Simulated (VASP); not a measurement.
# ZnAu (P2_13) in VASP: notebook, part 3 of 3

VASP 6.6.1. Earlier steps stand in the parts before.

## Step 4: Relaxation of cell and atoms, PBE

The input, INCAR:

```
SYSTEM = ZnAu
PREC = Accurate
ENCUT = 600
EDIFF = 1E-7
ISMEAR = 0
SIGMA = 0.1
LREAL = .False.
LASPH = .True.
NELM = 60
ALGO = Normal
ISIF = 3
LWAVE = .False.
LCHARG = .False.
GGA = PE
IBRION = 2
NSW = 90
EDIFFG = -0.04
```

The input, KPOINTS:

```
regular mesh
0
Gamma
  4 4 4
  0 0 0
```

The input, POSCAR:

```
ZnAu
1.0
    4.9353051241      0.0000000000      0.0000000000
    0.0000000000      4.9353051241      0.0000000000
    0.0000000000      0.0000000000      4.9353051241
Zn Au
4 4
Direct
    0.1340000000      0.1340000000      0.1340000000
    0.3660000000      0.8660000000      0.6340000000
    0.6340000000      0.3660000000      0.8660000000
    0.8660000000      0.6340000000      0.3660000000
    0.8445000000      0.8445000000      0.8445000000
    0.6555000000      0.1555000000      0.3445000000
    0.3445000000      0.6555000000      0.1555000000
    0.1555000000      0.3445000000      0.6555000000
```

Potentials or basis: VASP PAW PBE potentials, release 64 (Zn, Au).

Started as:

```sh
cat potpaw_PBE.64/Zn/POTCAR potpaw_PBE.64/Au/POTCAR > POTCAR
mpirun -np 1 vasp_std > vasp.out
```

OUTCAR:

```text
SYSTEM = ZnAu
   PREC = Accurate
   ENCUT = 600
   EDIFF = 1E-7
   ISMEAR = 0
   LREAL = .False.
   LASPH = .True.
   NELM = 60
   ISIF = 3
   GGA = PE
   IBRION = 2
   NSW = 90
   EDIFFG = -0.04

 ion  position               nearest neighbor table
   1  0.134  0.134  0.134-   5 2.47   6 2.58   7 2.58   8 2.58   7 2.78   8 2.78   6 2.78   3 3.02
                             4 3.02   2 3.02   2 3.02   4 3.02   3 3.02
   2  0.366  0.866  0.634-   6 2.47   5 2.58   8 2.58   7 2.58   7 2.78   8 2.78   5 2.78   1 3.02
                             1 3.02   3 3.02   3 3.02   4 3.02   4 3.02
   3  0.634  0.366  0.866-   7 2.47   5 2.58   8 2.58   6 2.58   8 2.78   6 2.78   5 2.78   1 3.02
                             4 3.02   2 3.02   2 3.02   4 3.02   1 3.02
   4  0.866  0.634  0.366-   8 2.47   7 2.58   6 2.58   5 2.58   6 2.78   5 2.78   7 2.78   1 3.02
                             3 3.02   2 3.02   1 3.02   2 3.02   3 3.02
   5  0.844  0.844  0.844-   1 2.47   2 2.58   3 2.58   4 2.58   3 2.78   4 2.78   2 2.78   6 3.05
                             7 3.05   8 3.05   6 3.05   8 3.05   7 3.05
   6  0.656  0.156  0.344-   2 2.47   1 2.58   4 2.58   3 2.58   3 2.78   4 2.78   1 2.78   8 3.05
                             5 3.05   5 3.05   7 3.05   7 3.05   8 3.05
   7  0.344  0.656  0.156-   3 2.47   1 2.58   4 2.58   2 2.58   4 2.78   2 2.78   1 2.78   8 3.05
                             5 3.05   8 3.05   6 3.05   6 3.05   5 3.05
   8  0.156  0.344  0.656-   4 2.47   3 2.58   2 2.58   1 2.58   2 2.78   1 2.78   3 2.78   7 3.05
                             5 3.05   7 3.05   5 3.05   6 3.05   6 3.05

  LATTYP: Found a simple cubic cell.
 ALAT       =     4.9353051241

  Lattice vectors:

 A1 = (   4.9353051241,   0.0000000000,   0.0000000000)
 A2 = (   0.0000000000,   4.9353051241,   0.0000000000)
 A3 = (   0.0000000000,   0.0000000000,   4.9353051241)

Analysis of symmetry for initial positions (statically):
=====================================================================
 Subroutine PRICEL returns:
 Original cell was already a primitive cell.

 Routine SETGRP: Setting up the symmetry group for a
 simple cubic supercell.

 Subroutine GETGRP returns: Found 12 space group operations
 (whereof  3 operations were pure point group operations)
 out of a pool of 48 trial point group operations.

The static configuration has the point symmetry C_3 .
 The point group associated with its full space group is T   .

Analysis of symmetry for dynamics (positions and initial velocities):
=====================================================================
 Subroutine PRICEL returns:
 Original cell was already a primitive cell.

 Routine SETGRP: Setting up the symmetry group for a
 simple cubic supercell.

 Subroutine GETGRP returns: Found 12 space group operations
 (whereof  3 operations were pure point group operations)
 out of a pool of 48 trial point group operations.

The dynamic configuration has the point symmetry C_3 .
 The point group associated with its full space group is T   .

 Subroutine INISYM returns: Found 12 space group operations
 (whereof  3 operations are pure point group operations),
 and found     1 'primitive' translations

----------------------------------------------------------------------------------------

                                     Primitive cell

  volume of cell :     120.2104

[... 78 lines left out ...]
   ISTART =      0    job   : 0-new  1-cont  2-samecut
   ICHARG =      2    charge: 1-file 2-atom 10-const
   ISPIN  =      1    spin polarized calculation?
   LNONCOLLINEAR =      F non collinear calculations
   LSORBIT =      F    spin-orbit coupling
   LASPH  =      T    aspherical Exc in radial PAW
   ENCUT  =  600.0 eV  44.10 Ry    6.64 a.u.   9.86  9.86  9.86*2*pi/ulx,y,z
   NELM   =     60;   NELMIN=  2; NELMDL= -5     # of ELM steps
   EDIFF  = 0.1E-06   stopping-criterion for ELM
   LREAL  =      F    real-space projection
   EDIFFG = -.4E-01   stopping-criterion for IOM
   NSW    =     90    number of steps for IOM
   IBRION =      2    ionic relax: 0-MD 1-quasi-New 2-CG
   NFREE  =      1    steps in history (QN), initial steepest desc. (CG)
   ISIF   =      3    stress and relaxation
   ISYM   =      2    0-nonsym 1-usesym 2-fastsym
   POTIM  = 0.5000    time-step for ionic-motion
   TEBEG  =    0.0;   TEEND  =   0.0 temperature during run
   PSTRESS=    0.0 pullay stress
   NELECT =      92.0000    total number of electrons
   NUPDOWN=      -1.0000    fix difference up-down
   EMIN   =  10.00;   EMAX   =-10.00  energy-range for DOS
   EFERMI =   0.00;   METHOD = LEGACY
   ISMEAR =     0;   SIGMA  =   0.10  broadening in eV -4-tet -1-fermi 0-gaus
   EFERMI_NEDOS =   21; number of points for ismear=-14 and -15
   IALGO  =     38    algorithm
   IMIX   =      4    mixing-type and parameters
     AMIX     =   0.40;   BMIX     =  1.00
     AMIX_MAG =   1.60;   BMIX_MAG =  1.00
  volume/ion in A,a.u.               =      15.03       101.40
  Fermi-wavevector in a.u.,A,eV,Ry     =   1.497465  2.829799 30.509736  2.242402
  Thomas-Fermi vector in A             =   2.609350
   LORBIT       =      0    0 simple, 1 ext, 2 COOP (PROOUT), +10 PAW based schemes
   GGA     = PE    functional components
   LHFCALC =     F    Hartree Fock is set to
   AEXX    =    0.0000 exact exchange contribution
   IVDW    =     0    specifies the selected vdW correction
   LEPSILON=     F    determine dielectric tensor
   LRPA    =     F    only Hartree local field effects (RPA)
 conjugate gradient relaxation of ions
 non-spin polarized calculation
 Gauss-broadening in eV      SIGMA  =   0.10
  energy-cutoff  :      600.00
  volume of cell :      120.21
 maximum number of plane-waves:      4032
   NGX = 19   NGY = 19   NGZ = 19

--------------------------------------- Ionic step        1  -------------------------------------------

 number of electron      92.0000002 magnetization

 Free energy of the ion-electron system (eV)
  ---------------------------------------------------
  ext. energy  EPLUGINS =         0.00000000
  ---------------------------------------------------
  free energy    TOTEN  =       -18.21524871 eV

  energy without entropy =      -18.20510376  energy(sigma->0) =      -18.21017623

------------------------ aborting loop because EDIFF is reached ----------------------------------------

  FORCE on cell =-STRESS in cart. coord.  units (eV):
  Direction    XX          YY          ZZ          XY          YZ          ZX
  --------------------------------------------------------------------------------------
  -------------------------------------------------------------------------------------
  Total       11.6488496     11.6488496     11.6488496     -0.0000000      0.0000000      0.0000000
  in kB      155.2571454    155.2571454    155.2571454     -0.0000000      0.0000000      0.0000000
  external PRESSURE =     155.2571454 kB  Pullay stress =       0.0000000 kB
[... 29 lines left out ...]
--------------------------------------- Ionic step        2  -------------------------------------------

 number of electron      91.9999964 magnetization

 E-fermi :   4.9194     XC(G=0): -11.4202

 val. band max:        4.8190120441   @ k =   0.2500   0.2500   0.0000
 cond. band min:       4.9695111149   @ k =  -0.2500   0.5000   0.0000
 fundamental gap:      0.1504990708
 Fermi energy:         4.9193726568

 k-point     1 :       0.0000    0.0000    0.0000
  band No.  band energies     occupation
      1      -4.0065      2.00000
      2      -2.2324      2.00000
      3      -2.2324      2.00000
      4      -2.2324      2.00000
      5      -2.1346      2.00000
      6      -2.1346      2.00000
[... 704 lines left out ...]
  FREE ENERGIE OF THE ION-ELECTRON SYSTEM (eV)
  ---------------------------------------------------
  free  energy   TOTEN  =       -18.9064686012 eV

  energy  without entropy=      -18.8936877018  energy(sigma->0) =      -18.90007815

[... ionic steps 4 to 8 ...]

--------------------------------------- Ionic step        9  -------------------------------------------

 number of electron      92.0000018 magnetization

------------------------ aborting loop because EDIFF is reached ----------------------------------------
[... 79 lines left out ...]
--------------------------------------- Ionic step       11  -------------------------------------------

 number of electron      92.0000021 magnetization

 Free energy of the ion-electron system (eV)
  ---------------------------------------------------
  ext. energy  EPLUGINS =         0.00000000
  ---------------------------------------------------
  free energy    TOTEN  =       -19.11048105 eV

  energy without entropy =      -19.10197555  energy(sigma->0) =      -19.10622830

 E-fermi :   6.1879     XC(G=0): -12.0576

 val. band max:        5.9675142831   @ k =   0.5000   0.0000   0.0000
 cond. band min:       6.2354620029   @ k =  -0.2500   0.5000   0.0000
 fundamental gap:      0.2679477198
 Fermi energy:         6.1878658770

 k-point     1 :       0.0000    0.0000    0.0000
  band No.  band energies     occupation
      1      -3.7056      2.00000
      2      -1.3341      2.00000
      3      -1.3341      2.00000
      4      -1.3341      2.00000
      5      -1.1410      2.00000
      6      -1.1410      2.00000
[... 662 lines left out ...]
  FREE ENERGIE OF THE ION-ELECTRON SYSTEM (eV)
  ---------------------------------------------------
  free  energy   TOTEN  =       -19.1104810520 eV

  energy  without entropy=      -19.1019755510  energy(sigma->0) =      -19.10622830

 reached required accuracy - stopping structural energy minimisation
```

Run time: 16 min. Hardware: 1 thread of Oxide Virtual Turin-like, shared host; peak memory 0.25 GiB.

Results:

```
Free energy                           : -19.1105 eV
Relaxed volume                        : 16.42 Å³/atom
Relaxed cell                          : a = 5.084 Å, b = 5.084 Å, c = 5.084 Å, α = 90.00°, β = 90.00°, γ = 90.00°
Space group after relaxing (to 0.1 Å) : P2_13 (No. 198)
Energy gained by relaxing             : 111.9 meV/atom
Ionic steps                           : 11
Pressure after relaxing               : 0.1 GPa
Largest force after relaxing          : 0.029 eV/Å
Band gap on the k mesh                : zero (bands 46 and 47 overlap by 2.71 eV)
```

Forces in eV/Å, atoms in the order of the input:
```
Zn  -0.017 -0.017 -0.017
Zn   0.017  0.017 -0.017
Zn  -0.017  0.017  0.017
Zn   0.017 -0.017  0.017
Au   0.008  0.008  0.008
Au  -0.008 -0.008  0.008
Au   0.008 -0.008 -0.008
Au  -0.008  0.008 -0.008
```

Step by step:
```
step  energy change (eV)  largest force (eV/Å)  pressure (GPa)  volume (Å³)
   1              0.0000                1.3839           15.53       120.21
   2             -0.2929                0.2771           -8.92       147.36
   3             -0.6912                0.6359           -1.20       134.23
   4             -0.6914                0.6466           -0.96       133.94
   5             -0.7673                0.5237           -0.59       132.99
   6             -0.8809                0.1227            1.28       130.16
   7             -0.8813                0.1191            1.46       129.94
   8             -0.8813                0.0689           -1.59       133.49
   9             -0.8915                0.0886           -0.12       131.68
  10             -0.8935                0.0635           -0.05       131.58
  11             -0.8952                0.0287            0.12       131.38
```

Final structure:
```
CELL_PARAMETERS angstrom
5.08360 0.00000 0.00000
0.00000 5.08360 0.00000
0.00000 0.00000 5.08360
ATOMIC_POSITIONS crystal
Zn 0.15434 0.15434 0.15434
Zn 0.34566 0.84566 0.65434
Zn 0.65434 0.34566 0.84566
Zn 0.84566 0.65434 0.34566
Au 0.84853 0.84853 0.84853
Au 0.65147 0.15147 0.34853
Au 0.34853 0.65147 0.15147
Au 0.15147 0.34853 0.65147
```

Levels at points of the mesh, in eV from the Fermi level:
| k point | band 44 | band 45 | band 46 | band 47 | band 48 | band 49 |
| --- | --- | --- | --- | --- | --- | --- |
| (0.00, 0.00, 0.00) | -1.78 | -0.63 | -0.63 | -0.63 | 4.32 | 4.32 |
| (0.50, 0.00, 0.00) | -1.29 | -0.22 | -0.22 | 0.61 | 0.61 | 1.79 |
| (0.50, 0.50, 0.00) | -3.15 | 0.80 | 0.80 | 1.09 | 1.09 | 2.43 |
| (0.50, 0.50, 0.50) | -3.10 | -1.90 | -1.90 | -1.90 | -1.90 | 7.27 |

Caveat: spin-orbit coupling is left out, which moves the levels of the heavy elements.

## Step 5: Single point, PBE

This run uses another cell than the first one, of 16.46 Å³/atom.

The input, INCAR:

```
SYSTEM = ZnAu
PREC     = Accurate       ! precision mode
ENCUT    = 520            ! plane-wave cutoff, eV
EDIFF    = 1E-6           ! SCF threshold, eV
ISMEAR   = 0              ! smearing method
SIGMA    = 0.1            ! smearing width, eV
LREAL    = .FALSE.        ! projectors in reciprocal space
LASPH    = .TRUE.         ! aspherical terms in the spheres
NELM     = 60             ! most SCF steps
ALGO     = Fast           ! electronic algorithm
ISIF     = 2              ! what is computed and relaxed
LWAVE    = .FALSE.        ! write WAVECAR
LCHARG   = .FALSE.        ! write CHGCAR
GGA      = PE             ! functional
NBANDS   = 56             ! bands
```

The input, KPOINTS:

```
Automatic mesh
0
G
  8 8 8
  0 0 0
```

The input, POSCAR:

```
ZnAu
1.0
    5.0879445215      0.0000000000      0.0000000000
    0.0000000000      5.0879445215      0.0000000000
    0.0000000000      0.0000000000      5.0879445215
Zn Au
4 4
Direct
    0.1537709675      0.1537709675      0.1537709675
    0.3462290325      0.8462290325      0.6537709675
    0.6537709675      0.3462290325      0.8462290325
    0.8462290325      0.6537709675      0.3462290325
    0.8486274625      0.8486274625      0.8486274625
    0.6513725375      0.1513725375      0.3486274625
    0.3486274625      0.6513725375      0.1513725375
    0.1513725375      0.3486274625      0.6513725375
```

Started as:

```sh
cat potpaw_PBE.64/Zn/POTCAR potpaw_PBE.64/Au/POTCAR > POTCAR
mpirun -np 1 vasp_std > vasp.out
```

Run time: 7.6 min. Hardware: 1 thread of Oxide Virtual Turin-like, shared host; peak memory 0.37 GiB.

Results (log left out):

```
Free energy            : -19.0847 eV
Pressure               : 0.1 GPa
Largest force          : 0.010 eV/Å
Band gap on the k mesh : zero (bands 46 and 47 overlap by 2.71 eV)
```

Forces in eV/Å, atoms in the order of the input:
```
Zn   0.000  0.000  0.000
Zn   0.000  0.000  0.000
Zn   0.000  0.000  0.000
Zn   0.000  0.000  0.000
Au  -0.006 -0.006 -0.006
Au   0.006  0.006 -0.006
Au  -0.006  0.006  0.006
Au   0.006 -0.006  0.006
```

Levels at points of the mesh, in eV from the Fermi level:
| k point | band 44 | band 45 | band 46 | band 47 | band 48 | band 49 |
| --- | --- | --- | --- | --- | --- | --- |
| (0.00, 0.00, 0.00) | -1.89 | -0.75 | -0.75 | -0.75 | 4.20 | 4.20 |
| (0.50, 0.00, 0.00) | -1.40 | -0.33 | -0.33 | 0.49 | 0.49 | 1.67 |
| (0.50, 0.50, 0.00) | -3.26 | 0.69 | 0.69 | 0.97 | 0.97 | 2.31 |
| (0.50, 0.50, 0.50) | -3.21 | -2.01 | -2.01 | -2.01 | -2.01 | 7.13 |

Caveat: spin-orbit coupling is left out, which moves the levels of the heavy elements.

## Step 6: Overview

| task | cell | k mesh | cutoff (eV) | gap on the mesh (eV) | pressure (GPa) | largest force (eV/Å) |
| --- | --- | --- | --- | --- | --- | --- |
| single point | a = 4.935 Å, 8 atoms, atomic positions A | 4 × 4 × 4 | 520 | none | 15.5 | 1.38 |
| single point | a = 5.083 Å, 8 atoms, atomic positions B | 4 × 4 × 4 | 520 | none | 0.2 | 0.01 |
| relaxation of cell and atoms | relaxed from a = 4.935 Å, 8 atoms, atomic positions A | 4 × 4 × 4 | 600 | none | 0.1 | 0.03 |
| single point | a = 5.088 Å, 8 atoms, atomic positions C | 8 × 8 × 8 | 520 | none | 0.1 | 0.01 |

Alike in all rows: level PBE; potentials or basis VASP PAW PBE potentials, release 64 (Zn, Au); no spin polarisation; smearing gaussian 0.1 eV.

Caveats: spin-orbit coupling is left out, which moves the levels of the heavy elements; the cell stands under pressure (at least some runs); forces of over 1 eV/Å act on the atoms, so gaps and moduli don't describe the material at rest (at least some runs).

Total energies depend on the potentials used, so only differences within one code and one set of settings carry meaning.

The gap in the log of VASP goes by the Fermi energy; the results here count the filled bands.